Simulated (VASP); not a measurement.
# SrO (I4/mmm) in VASP: single point with HSE06

Aim: the single point of SrO with HSE06.

Everything below comes from runs of VASP 6.6.1. Logs are shortened: lines on timing, memory, paths and dates and some standing lists are left out, and cuts for length are marked.

**1. The cell of the first run**

It takes space group I4/mmm (No. 139, tetragonal). The conventional cell has a = 3.785 Å, b = 3.785 Å, c = 5.160 Å, α = 90.00°, β = 90.00°, γ = 90.00°. Sr (site symmetry 4/mmm) has 6 O at 2.58 to 2.68 Å within 3.4 Å. Within 3.4 Å of O (site symmetry 4/mmm) lie 6 Sr at 2.58 to 2.68 Å.

**2. Single point, HSE06 (biaxial xy strain +3.7%)**

File POSCAR:

```
SrO
1.0
    0.0000000000      2.6761227151      2.5798927168
    2.6761227151      0.0000000000      2.5798927168
    2.6761227151      2.6761227151      0.0000000000
Sr O
1 1
Direct
    0.5000000000      0.5000000000      0.5000000000
    0.0000000000      0.0000000000      0.0000000000
```

File INCAR.step1:

```
SYSTEM = SrO
PREC = Accurate
ENCUT = 520
EDIFF = 1E-5
ISMEAR = 0
SIGMA = 0.01
LREAL = .FALSE.
LASPH = .TRUE.
NELM = 100
ALGO = Normal
ISIF = 2
LWAVE = .TRUE.
GGA = PE
NBANDS = 15
```

File INCAR.step2:

```
SYSTEM = SrO
PREC = Accurate
ENCUT = 520
EDIFF = 1E-7
ISMEAR = 0
SIGMA = 0.01
LREAL = .FALSE.
LASPH = .TRUE.
NELM = 100
ALGO = Normal
ISIF = 2
LWAVE = .FALSE.
LCHARG = .TRUE.
GGA = PE
LHFCALC = .TRUE.
HFSCREEN = 0.2079
PRECFOCK = Normal
LELF = .TRUE.
LVHAR = .TRUE.
ISTART = 1
NBANDS = 15
```

File KPOINTS:

```
Automatic mesh
0
G
  6 6 6
  0 0 0
```

Potentials or basis: VASP PAW PBE potentials, release 64 (Sr_sv, O).

The run is started by

```bash
$ cat potpaw_PBE.64/Sr_sv/POTCAR potpaw_PBE.64/O/POTCAR > POTCAR
$ cp INCAR.step1 INCAR
$ mpirun -np 1 vasp_std > vasp.out
$ cp INCAR.step2 INCAR
$ mpirun -np 1 vasp_std > vasp.out
```

OUTCAR:

```text
SYSTEM = SrO
   PREC = Accurate
   ENCUT = 520
   EDIFF = 1E-7
   ISMEAR = 0
   LREAL = .FALSE.
   LASPH = .TRUE.
   NELM = 100
   ISIF = 2
   GGA = PE
   LHFCALC = .TRUE.
   HFSCREEN = 0.2079
   PRECFOCK = Normal
   ISTART = 1

 ion  position               nearest neighbor table
   1  0.500  0.500  0.500-   2 2.58   2 2.58   2 2.68   2 2.68   2 2.68   2 2.68
   2  0.000  0.000  0.000-   1 2.58   1 2.58   1 2.68   1 2.68   1 2.68   1 2.68

  LATTYP: Found a body centered tetragonal cell.
 ALAT       =     3.7846090383
 C/A-ratio  =     1.3633602260

  Lattice vectors:

 A1 = (   0.0000000000,  -2.6761227151,  -2.5798927168)
 A2 = (   0.0000000000,   2.6761227151,  -2.5798927168)
 A3 = (   2.6761227151,   0.0000000000,   2.5798927168)

Analysis of symmetry for initial positions (statically):
=====================================================================
 Subroutine PRICEL returns:
 Original cell was already a primitive cell.

 Routine SETGRP: Setting up the symmetry group for a
 body centered tetragonal supercell.

 Subroutine GETGRP returns: Found 16 space group operations
 (whereof 16 operations were pure point group operations)
 out of a pool of 16 trial point group operations.

The static configuration has the point symmetry D_4h.

Analysis of symmetry for dynamics (positions and initial velocities):
=====================================================================
 Subroutine PRICEL returns:
 Original cell was already a primitive cell.

 Routine SETGRP: Setting up the symmetry group for a
 body centered tetragonal supercell.

 Subroutine GETGRP returns: Found 16 space group operations
 (whereof 16 operations were pure point group operations)
 out of a pool of 16 trial point group operations.

The dynamic configuration has the point symmetry D_4h.

 Subroutine INISYM returns: Found 16 space group operations
 (whereof 16 operations are pure point group operations),
 and found     1 'primitive' translations

----------------------------------------------------------------------------------------

                                     Primitive cell

  volume of cell :      36.9525

  direct lattice vectors                    reciprocal lattice vectors
     0.000000000  2.676122715  2.579892717    -0.186837471  0.186837471  0.193806509
     2.676122715  0.000000000  2.579892717     0.186837471 -0.186837471  0.193806509
     2.676122715  2.676122715  0.000000000     0.186837471  0.186837471 -0.193806509

  length of vectors
     3.717187003  3.717187003  3.784609038     0.327684977  0.327684977  0.327684977

  position of ions in fractional coordinates (direct lattice)
     0.500000000  0.500000000  0.500000000
     0.000000000  0.000000000  0.000000000

  ion indices of the primitive-cell ions
   primitive index   ion index
                 1           1
                 2           2

----------------------------------------------------------------------------------------

 KPOINTS: Automatic mesh

Automatic generation of k-mesh.
 Grid dimensions read from file:
 generate k-points for:    6    6    6

 Generating k-lattice:

  Cartesian coordinates                     Fractional coordinates (reciprocal lattice)
    -0.031139578  0.031139578  0.032301085     0.166666667 -0.000000000  0.000000000
     0.031139578 -0.031139578  0.032301085    -0.000000000  0.166666667  0.000000000
     0.031139578  0.031139578 -0.032301085     0.000000000  0.000000000  0.166666667

  Length of vectors
     0.054614163  0.054614163  0.054614163

  Shift w.r.t. Gamma in fractional coordinates (k-lattice)
     0.000000000  0.000000000  0.000000000

 Subroutine IBZKPT returns following result:
 ===========================================

 Found     30 irreducible k-points:

 Following reciprocal coordinates:
            Coordinates               Weight
  0.000000  0.000000  0.000000      1.000000
  0.166667  0.000000  0.000000      8.000000
  0.333333 -0.000000  0.000000      8.000000
  0.500000 -0.000000  0.000000      4.000000
  0.166667  0.166667  0.000000      2.000000
  0.333333  0.166667  0.000000      8.000000
[... 16 lines left out ...]
  0.333333  0.000000  0.333333      4.000000
  0.500000  0.000000  0.333333     16.000000
 [... further k-points ...]
   k-points           NKPTS =     30   k-points in BZ     NKDIM =    216   number of bands    NBANDS=     15
   number of dos      NEDOS =    301   number of ions     NIONS =      2
   total plane-waves  NPLWV =  21952
   dimension x,y,z NGX =    28 NGY =   28 NGZ =   28
   dimension x,y,z NGXF=    56 NGYF=   56 NGZF=   56
   ions per type =               1   1
   NGX,Y,Z   is equivalent  to a cutoff of  12.52, 12.52, 12.30 a.u.
   NGXF,Y,Z  is equivalent  to a cutoff of  25.05, 25.05, 24.60 a.u.
 SYSTEM =  SrO
   PREC   = accura    normal or accurate (medium, high low for compatibility)
   ISTART =      1    job   : 0-new  1-cont  2-samecut
   ICHARG =      0    charge: 1-file 2-atom 10-const
   ISPIN  =      1    spin polarized calculation?
   LNONCOLLINEAR =      F non collinear calculations
   LSORBIT =      F    spin-orbit coupling
   LASPH  =      T    aspherical Exc in radial PAW
   ENCUT  =  520.0 eV  38.22 Ry    6.18 a.u.   6.91  6.91  7.04*2*pi/ulx,y,z
   NELM   =    100;   NELMIN=  2; NELMDL=  0     # of ELM steps
   EDIFF  = 0.1E-06   stopping-criterion for ELM
   LREAL  =      F    real-space projection
   EDIFFG = 0.1E-05   stopping-criterion for IOM
   NSW    =      0    number of steps for IOM
   IBRION =     -1    ionic relax: 0-MD 1-quasi-New 2-CG
   NFREE  =      0    steps in history (QN), initial steepest desc. (CG)
   ISIF   =      2    stress and relaxation
   ISYM   =      3    0-nonsym 1-usesym 2-fastsym
   POTIM  = 0.5000    time-step for ionic-motion
   TEBEG  =    0.0;   TEEND  =   0.0 temperature during run
   PSTRESS=    0.0 pullay stress
   NELECT =      16.0000    total number of electrons
   NUPDOWN=      -1.0000    fix difference up-down
   EMIN   =  10.00;   EMAX   =-10.00  energy-range for DOS
   EFERMI =   0.00;   METHOD = LEGACY
   ISMEAR =     0;   SIGMA  =   0.01  broadening in eV -4-tet -1-fermi 0-gaus
   EFERMI_NEDOS =   21; number of points for ismear=-14 and -15
   IALGO  =     38    algorithm
   IMIX   =      1    mixing-type and parameters
     AMIX     =   0.40;   BMIX     =  1.00
     AMIX_MAG =   1.60;   BMIX_MAG =  1.00
  volume/ion in A,a.u.               =      18.48       124.68
  Fermi-wavevector in a.u.,A,eV,Ry     =   1.238512  2.340449 20.870144  1.533912
  Thomas-Fermi vector in A             =   2.373034
   LORBIT       =      0    0 simple, 1 ext, 2 COOP (PROOUT), +10 PAW based schemes
   GGA     = PE    functional components
   LHFCALC =     T    Hartree Fock is set to
   PRECFOCK=normal    Normal, Fast or Accurate (Low or Medium for compatibility)
   ENCUT4O =  -1.0   cutoff for four orbital integrals eV
   NKREDX  =     1    reduce k-point grid by
   NKREDY  =     1    reduce k-point grid by
   NKREDZ  =     1    reduce k-point grid by
   AEXX    =    0.2500 exact exchange contribution
   HFSCREEN=    0.2079 screening length (either q_TF or 0.3 A-1)
   HFSCREENC=   0.2079 screening length for correlation (either q_TF or 0.3 A-1)
   ENCUTFOCK=  -1.0 apply spherical cutoff to Coloumb kernel
   IVDW    =     0    specifies the selected vdW correction
   LEPSILON=     F    determine dielectric tensor
   LRPA    =     F    only Hartree local field effects (RPA)
 non-spin polarized calculation
 Gauss-broadening in eV      SIGMA  =   0.01
  energy-cutoff  :      520.00
  volume of cell :       36.95
 maximum number of plane-waves:      1006
  NGX = 24; NGY = 24; NGZ = 24

 number of electron      16.0000005 magnetization

 Free energy of the ion-electron system (eV)
  ---------------------------------------------------
  ext. energy  EPLUGINS =         0.00000000
  ---------------------------------------------------
  free energy    TOTEN  =       -14.12919127 eV

  energy without entropy =      -14.12919127  energy(sigma->0) =      -14.12919127

 E-fermi :   0.3606     XC(G=0):  -7.9564

 val. band max:        0.3015379711   @ k =   0.0000   0.0000   0.0000
 cond. band min:       4.9070835796   @ k =   0.5000   0.5000   0.0000
 fundamental gap:      4.6055456086
 Fermi energy:         0.3605987447

 k-point     1 :       0.0000    0.0000    0.0000
  band No.  band energies     occupation
      1     -34.4052      2.00000
      2     -16.2111      2.00000
      3     -14.8415      2.00000
      4     -14.8415      2.00000
      5     -14.8184      2.00000
      6       0.2283      2.00000
      7       0.2283      2.00000
      8       0.3015      2.00000
      9       5.0710      0.00000
     10       7.8183      0.00000
     11       7.8183      0.00000
     12       8.0758      0.00000
     13       9.7334      0.00000
     14      10.2466      0.00000
     15      14.0796      0.00000

 k-point     2 :       0.1667    0.0000    0.0000
  band No.  band energies     occupation
      1     -34.3799      2.00000
      2     -16.6197      2.00000
      3     -14.8638      2.00000
      4     -14.8401      2.00000
      5     -14.4769      2.00000
      6      -0.4298      2.00000
      7      -0.0540      2.00000
      8      -0.0277      2.00000
      9       6.1857      0.00000
     10       7.6665      0.00000
     11       8.3529      0.00000
     12       8.4866      0.00000
     13      10.3742      0.00000
     14      10.9161      0.00000
     15      15.6754      0.00000
[... 365 lines left out ...]
      3     -15.0523      2.00000
      4     -15.0298      2.00000
      5     -14.8331      2.00000
      6      -0.9208      2.00000
      7       0.0558      2.00000
      8       0.1474      2.00000
      9       5.5359      0.00000
     10       8.0765      0.00000
     11      11.2116      0.00000
     12      11.2543      0.00000
     13      11.2702      0.00000
     14      11.7659      0.00000
     15      17.2916      0.00000

 k-point    24 :       0.5000    0.0000    0.3333
  band No.  band energies     occupation
      1     -34.2843      2.00000
      2     -16.6532      2.00000
      3     -15.3703      2.00000
      4     -15.0537      2.00000
      5     -14.6943      2.00000
      6      -0.6464      2.00000
      7      -0.2901      2.00000
      8      -0.1151      2.00000
      9       5.8529      0.00000
     10       9.2325      0.00000
     11      10.4646      0.00000
     12      11.7515      0.00000
     13      12.2821      0.00000
     14      13.5312      0.00000
     15      14.7133      0.00000

 [... further k-points ...]

------------------------ aborting loop because EDIFF is reached ----------------------------------------

  FORCE on cell =-STRESS in cart. coord.  units (eV):
  Direction    XX          YY          ZZ          XY          YZ          ZX
  --------------------------------------------------------------------------------------
  -------------------------------------------------------------------------------------
  Total       -1.4860225     -1.4860225     -0.7532349      0.0000000      0.0000000     -0.0000000
  in kB      -64.4306145    -64.4306145    -32.6585816      0.0000000      0.0000000     -0.0000000
  external PRESSURE =     -53.8399369 kB  Pullay stress =       0.0000000 kB

 VOLUME and BASIS-vectors are now :
 -----------------------------------------------------------------------------
  energy-cutoff  :      520.00
  volume of cell :       36.95
      direct lattice vectors                 reciprocal lattice vectors
     0.000000000  2.676122715  2.579892717    -0.186837471  0.186837471  0.193806509
     2.676122715  0.000000000  2.579892717     0.186837471 -0.186837471  0.193806509
     2.676122715  2.676122715  0.000000000     0.186837471  0.186837471 -0.193806509

 POSITION                                       TOTAL-FORCE (eV/Angst)
 -----------------------------------------------------------------------------------
      2.67612      2.67612      2.57989         0.000000     -0.000000     -0.000000
      0.00000      0.00000      0.00000         0.000000      0.000000      0.000000
 -----------------------------------------------------------------------------------
    total drift:                               -0.000000     -0.000000      0.000000

  FREE ENERGIE OF THE ION-ELECTRON SYSTEM (eV)
  ---------------------------------------------------
  free  energy   TOTEN  =       -14.1291912721 eV

  energy  without entropy=      -14.1291912721  energy(sigma->0) =      -14.12919127
```

Run time: 56 min. Hardware: 1 thread of Intel Xeon Platinum 8375C at 2.90GHz (Ice Lake), shared host; peak memory 0.28 GiB.

Results:

```yaml
Free_energy: -14.1292 eV
Pressure: -5.4 GPa
Band_gap_on_the_k_mesh: 4.61 eV (least direct gap 4.77 eV)
```

Stress tensor (GPa, compression positive):
```
-6.44  0.00  0.00
 0.00 -6.44  0.00
 0.00  0.00 -3.27
```

Levels at points of the mesh, in eV from the valence-band top:
```tsv
k point	band 4	band 5	band 6	band 7	band 8	band 9	band 10	band 11	band 12	band 13
(0.00, 0.00, 0.00)	-15.14	-15.12	-0.07	-0.07	0.00	4.77	7.52	7.52	7.77	9.43
(0.50, 0.00, 0.00)	-15.17	-14.16	-2.15	-1.11	-1.08	7.78	9.22	10.11	10.18	12.91
(0.50, 0.50, 0.00)	-15.47	-15.47	-0.54	-0.24	-0.24	4.61	8.87	11.40	11.41	12.31
(0.50, 0.00, 0.50)	-15.43	-15.39	-0.72	-0.23	-0.14	4.75	8.82	11.26	11.44	12.09
```

Caveat: the cell differs from its parent crystal (biaxial xy strain +3.7%); the cell stands under tension; the PAW data sets were made with another functional, which shifts forces and pressure a little. A k mesh can miss the band edges.
